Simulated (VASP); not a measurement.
# KBr (Fm-3m) in VASP: single point with HSE06

Aim: the single point of KBr with HSE06.

Program: VASP 6.6.1. These are calculated values, not measurements. Logs are shortened: lines on timing, memory, paths and dates and some standing lists are left out, and cuts for length are marked.

## Step 1: The cell of the first run

Symmetry: Fm-3m, No. 225, cubic system. The conventional cell has a = 6.605 Å, b = 6.605 Å, c = 6.605 Å, α = 90.00°, β = 90.00°, γ = 90.00°. K (site symmetry m-3m) has 6 Br at 3.30 Å within 4.3 Å. Br (site symmetry m-3m) has 6 K at 3.30 Å within 4.3 Å.

## Step 2: Single point, HSE06

POSCAR reads:

```
KBr
1.0
    0.0000000000      3.3024386828      3.3024386828
    3.3024386828      0.0000000000      3.3024386828
    3.3024386828      3.3024386828      0.0000000000
K Br
1 1
Direct
    0.0000000000      0.0000000000      0.0000000000
    0.5000000000      0.5000000000      0.5000000000
```

INCAR.step1 reads:

```
SYSTEM = KBr
PREC = Accurate
ENCUT = 520
EDIFF = 1E-5
ISMEAR = 1
SIGMA = 0.2
LREAL = .False.
LASPH = .True.
NELM = 100
ALGO = Normal
ISIF = 2
LWAVE = .True.
LCHARG = .False.
NBANDS = 15
GGA = PE
```

INCAR.step2 reads:

```
SYSTEM = KBr
PREC = Accurate
ENCUT = 520
EDIFF = 1E-6
ISMEAR = 1
SIGMA = 0.2
LREAL = .False.
LASPH = .True.
NELM = 100
ALGO = Normal
ISIF = 2
LWAVE = .False.
LCHARG = .False.
GGA = PE
LHFCALC = .True.
HFSCREEN = 0.2079
PRECFOCK = Normal
NBANDS = 15
ISTART = 1
```

KPOINTS reads:

```
Automatic mesh
0
Gamma
  4 4 4
  0 0 0
```

Potentials or basis: VASP PAW PBE potentials, release 64 (K_sv, Br).

The run is started by

```sh
$ cat potpaw_PBE.64/K_sv/POTCAR potpaw_PBE.64/Br/POTCAR > POTCAR
$ cp INCAR.step1 INCAR
$ mpirun -np 1 vasp_std > vasp.out
$ cp INCAR.step2 INCAR
$ mpirun -np 1 vasp_std > vasp.out
```

OUTCAR:

```text
SYSTEM = KBr
   PREC = Accurate
   ENCUT = 520
   EDIFF = 1E-6
   ISMEAR = 1
   LREAL = .False.
   LASPH = .True.
   NELM = 100
   ISIF = 2
   GGA = PE
   LHFCALC = .True.
   HFSCREEN = 0.2079
   PRECFOCK = Normal
   ISTART = 1

 ion  position               nearest neighbor table
   1  0.000  0.000  0.000-
   2  0.500  0.500  0.500-

  LATTYP: Found a face centered cubic cell.
 ALAT       =     6.6048773656

  Lattice vectors:

 A1 = (   0.0000000000,   3.3024386828,   3.3024386828)
 A2 = (   3.3024386828,   0.0000000000,   3.3024386828)
 A3 = (   3.3024386828,   3.3024386828,   0.0000000000)

Analysis of symmetry for initial positions (statically):
=====================================================================
 Subroutine PRICEL returns:
 Original cell was already a primitive cell.

 Routine SETGRP: Setting up the symmetry group for a
 face centered cubic supercell.

 Subroutine GETGRP returns: Found 48 space group operations
 (whereof 48 operations were pure point group operations)
 out of a pool of 48 trial point group operations.

The static configuration has the point symmetry O_h .

Analysis of symmetry for dynamics (positions and initial velocities):
=====================================================================
 Subroutine PRICEL returns:
 Original cell was already a primitive cell.

 Routine SETGRP: Setting up the symmetry group for a
 face centered cubic supercell.

 Subroutine GETGRP returns: Found 48 space group operations
 (whereof 48 operations were pure point group operations)
 out of a pool of 48 trial point group operations.

The dynamic configuration has the point symmetry O_h .

 Subroutine INISYM returns: Found 48 space group operations
 (whereof 48 operations are pure point group operations),
 and found     1 'primitive' translations

----------------------------------------------------------------------------------------

                                     Primitive cell

  volume of cell :      72.0335

  direct lattice vectors                    reciprocal lattice vectors
     0.000000000  3.302438683  3.302438683    -0.151403265  0.151403265  0.151403265
     3.302438683  0.000000000  3.302438683     0.151403265 -0.151403265  0.151403265
     3.302438683  3.302438683  0.000000000     0.151403265  0.151403265 -0.151403265

  length of vectors
     4.670353574  4.670353574  4.670353574     0.262238148  0.262238148  0.262238148

  position of ions in fractional coordinates (direct lattice)
     0.000000000  0.000000000  0.000000000
     0.500000000  0.500000000  0.500000000

  ion indices of the primitive-cell ions
   primitive index   ion index
                 1           1
                 2           2

----------------------------------------------------------------------------------------

 KPOINTS: Automatic mesh

Automatic generation of k-mesh.
 Grid dimensions read from file:
 generate k-points for:    4    4    4

 Generating k-lattice:

  Cartesian coordinates                     Fractional coordinates (reciprocal lattice)
    -0.037850816  0.037850816  0.037850816     0.250000000  0.000000000  0.000000000
     0.037850816 -0.037850816  0.037850816     0.000000000  0.250000000  0.000000000
     0.037850816  0.037850816 -0.037850816     0.000000000  0.000000000  0.250000000

  Length of vectors
     0.065559537  0.065559537  0.065559537

  Shift w.r.t. Gamma in fractional coordinates (k-lattice)
     0.000000000  0.000000000  0.000000000

 Subroutine IBZKPT returns following result:
 ===========================================

 Found      8 irreducible k-points:

 Following reciprocal coordinates:
            Coordinates               Weight
  0.000000  0.000000  0.000000      1.000000
  0.250000  0.000000  0.000000      8.000000
  0.500000  0.000000  0.000000      4.000000
  0.250000  0.250000  0.000000      6.000000
  0.500000  0.250000  0.000000     24.000000
 -0.250000  0.250000  0.000000     12.000000
  0.500000  0.500000  0.000000      3.000000
 -0.250000  0.500000  0.250000      6.000000
   k-points           NKPTS =      8   k-points in BZ     NKDIM =     64   number of bands    NBANDS=     15
   number of dos      NEDOS =    301   number of ions     NIONS =      2
   total plane-waves  NPLWV =  46656
   dimension x,y,z NGX =    36 NGY =   36 NGZ =   36
   dimension x,y,z NGXF=    72 NGYF=   72 NGZF=   72
   ions per type =               1   1
   NGX,Y,Z   is equivalent  to a cutoff of  12.81, 12.81, 12.81 a.u.
   NGXF,Y,Z  is equivalent  to a cutoff of  25.63, 25.63, 25.63 a.u.
 SYSTEM =  KBr
   PREC   = accura    normal or accurate (medium, high low for compatibility)
   ISTART =      1    job   : 0-new  1-cont  2-samecut
   ICHARG =      0    charge: 1-file 2-atom 10-const
   ISPIN  =      1    spin polarized calculation?
   LNONCOLLINEAR =      F non collinear calculations
   LSORBIT =      F    spin-orbit coupling
   LASPH  =      T    aspherical Exc in radial PAW
   ENCUT  =  520.0 eV  38.22 Ry    6.18 a.u.   8.68  8.68  8.68*2*pi/ulx,y,z
   NELM   =    100;   NELMIN=  2; NELMDL=  0     # of ELM steps
   EDIFF  = 0.1E-05   stopping-criterion for ELM
   LREAL  =      F    real-space projection
   EDIFFG = 0.1E-04   stopping-criterion for IOM
   NSW    =      0    number of steps for IOM
   IBRION =     -1    ionic relax: 0-MD 1-quasi-New 2-CG
   NFREE  =      0    steps in history (QN), initial steepest desc. (CG)
   ISIF   =      2    stress and relaxation
   ISYM   =      3    0-nonsym 1-usesym 2-fastsym
   POTIM  = 0.5000    time-step for ionic-motion
   TEBEG  =    0.0;   TEEND  =   0.0 temperature during run
   PSTRESS=    0.0 pullay stress
   NELECT =      16.0000    total number of electrons
   NUPDOWN=      -1.0000    fix difference up-down
   EMIN   =  10.00;   EMAX   =-10.00  energy-range for DOS
   EFERMI =   0.00;   METHOD = LEGACY
   ISMEAR =     1;   SIGMA  =   0.20  broadening in eV -4-tet -1-fermi 0-gaus
   EFERMI_NEDOS =   21; number of points for ismear=-14 and -15
   IALGO  =     38    algorithm
   IMIX   =      1    mixing-type and parameters
     AMIX     =   0.40;   BMIX     =  1.00
     AMIX_MAG =   1.60;   BMIX_MAG =  1.00
  volume/ion in A,a.u.               =      36.02       243.05
  Fermi-wavevector in a.u.,A,eV,Ry     =   0.991448  1.873566 13.374115  0.982970
  Thomas-Fermi vector in A             =   2.123190
   LORBIT       =      0    0 simple, 1 ext, 2 COOP (PROOUT), +10 PAW based schemes
   GGA     = PE    functional components
   LHFCALC =     T    Hartree Fock is set to
   PRECFOCK=normal    Normal, Fast or Accurate (Low or Medium for compatibility)
   ENCUT4O =  -1.0   cutoff for four orbital integrals eV
   NKREDX  =     1    reduce k-point grid by
   NKREDY  =     1    reduce k-point grid by
   NKREDZ  =     1    reduce k-point grid by
   AEXX    =    0.2500 exact exchange contribution
   HFSCREEN=    0.2079 screening length (either q_TF or 0.3 A-1)
   HFSCREENC=   0.2079 screening length for correlation (either q_TF or 0.3 A-1)
   ENCUTFOCK=  -1.0 apply spherical cutoff to Coloumb kernel
   IVDW    =     0    specifies the selected vdW correction
   LEPSILON=     F    determine dielectric tensor
   LRPA    =     F    only Hartree local field effects (RPA)
 non-spin polarized calculation
 Methfessel and Paxton  Order N= 1 SIGMA  =   0.20
  energy-cutoff  :      520.00
  volume of cell :       72.03
 maximum number of plane-waves:      1964
 NGX is ok and might be reduce to    36
  NGX = 28; NGY = 28; NGZ = 28

 number of electron      15.9999997 magnetization

 Free energy of the ion-electron system (eV)
  ---------------------------------------------------
  ext. energy  EPLUGINS =         0.00000000
  ---------------------------------------------------
  free energy    TOTEN  =        -7.16498719 eV

  energy without entropy =       -7.18231284  energy(sigma->0) =       -7.17076240

 E-fermi :  -2.6054     XC(G=0):  -6.1770

 val. band max:       -2.6096761572   @ k =   0.0000   0.0000   0.0000
 cond. band min:       2.9700590020   @ k =   0.0000   0.0000   0.0000
 fundamental gap:      5.5797351592
 Fermi energy:        -2.6053597937

 k-point     1 :       0.0000    0.0000    0.0000
  band No.  band energies     occupation
      1     -32.5908      2.00000
      2     -15.9474      2.00000
      3     -14.7146      2.00000
      4     -14.7146      2.00000
      5     -14.7146      2.00000
      6      -2.6097      1.03653
      7      -2.6097      1.03652
      8      -2.6097      1.03652
      9       2.9701      0.00000
     10       6.3450      0.00000
     11       6.3450      0.00000
     12       6.3450      0.00000
     13       7.2947      0.00000
     14       7.2947      0.00000
     15      10.1214      0.00000

 k-point     2 :       0.2500    0.0000    0.0000
  band No.  band energies     occupation
      1     -32.5879      2.00000
      2     -16.0383      2.00000
      3     -14.7164      2.00000
      4     -14.7164      2.00000
      5     -14.5793      2.00000
      6      -3.3053      2.00001
      7      -2.7965      2.03978
      8      -2.7965      2.03978
      9       4.2398      0.00000
     10       6.1572      0.00000
     11       7.0894      0.00000
     12       7.0894      0.00000
     13       8.0928      0.00000
     14       8.0928      0.00000
     15      11.2015      0.00000
[... 77 lines left out ...]
      3     -14.8070      2.00000
      4     -14.7515      2.00000
      5     -14.7515      2.00000
      6      -3.4910      2.00000
      7      -2.9348      2.04178
      8      -2.9348      2.04178
      9       4.4469      0.00000
     10       5.8590      0.00000
     11       8.1441      0.00000
     12       8.3518      0.00000
     13       8.6805      0.00000
     14       9.9216      0.00000
     15       9.9216      0.00000

 k-point     8 :      -0.2500    0.5000    0.2500
  band No.  band energies     occupation
      1     -32.5833      2.00000
      2     -15.9305      2.00000
      3     -14.7790      2.00000
      4     -14.7790      2.00000
      5     -14.6159      2.00000
      6      -3.2481      2.00005
      7      -3.2481      2.00005
      8      -3.1854      2.00032
      9       6.0273      0.00000
     10       6.0273      0.00000
     11       6.9666      0.00000
     12       7.8869      0.00000
     13       9.5392      0.00000
     14       9.9569      0.00000
     15      10.1650      0.00000

------------------------ aborting loop because EDIFF is reached ----------------------------------------

  FORCE on cell =-STRESS in cart. coord.  units (eV):
  Direction    XX          YY          ZZ          XY          YZ          ZX
  --------------------------------------------------------------------------------------
  -------------------------------------------------------------------------------------
  Total        0.1755994      0.1755994      0.1755994      0.0000000     -0.0000000     -0.0000000
  in kB        3.9057044      3.9057044      3.9057044      0.0000000     -0.0000000     -0.0000000
  external PRESSURE =       3.9057044 kB  Pullay stress =       0.0000000 kB

 VOLUME and BASIS-vectors are now :
 -----------------------------------------------------------------------------
  energy-cutoff  :      520.00
  volume of cell :       72.03
      direct lattice vectors                 reciprocal lattice vectors
     0.000000000  3.302438683  3.302438683    -0.151403265  0.151403265  0.151403265
     3.302438683  0.000000000  3.302438683     0.151403265 -0.151403265  0.151403265
     3.302438683  3.302438683  0.000000000     0.151403265  0.151403265 -0.151403265

 POSITION                                       TOTAL-FORCE (eV/Angst)
 -----------------------------------------------------------------------------------
      0.00000      0.00000      0.00000        -0.000000     -0.000000      0.000000
      3.30244      3.30244      3.30244         0.000000      0.000000     -0.000000
 -----------------------------------------------------------------------------------
    total drift:                               -0.000000     -0.000000     -0.000000

  FREE ENERGIE OF THE ION-ELECTRON SYSTEM (eV)
  ---------------------------------------------------
  free  energy   TOTEN  =        -7.1649871853 eV

  energy  without entropy=       -7.1823128353  energy(sigma->0) =       -7.17076240
```

Run time: 9.1 min. Hardware: 1 thread of AMD EPYC 7R43 (Zen 3), shared host; peak memory 0.28 GiB.

What came out:

```
Free energy            : -7.1650 eV
Pressure               : 0.4 GPa
Band gap on the k mesh : 5.58 eV
```

Caveat: the PAW data sets were made with another functional, which shifts forces and pressure a little.
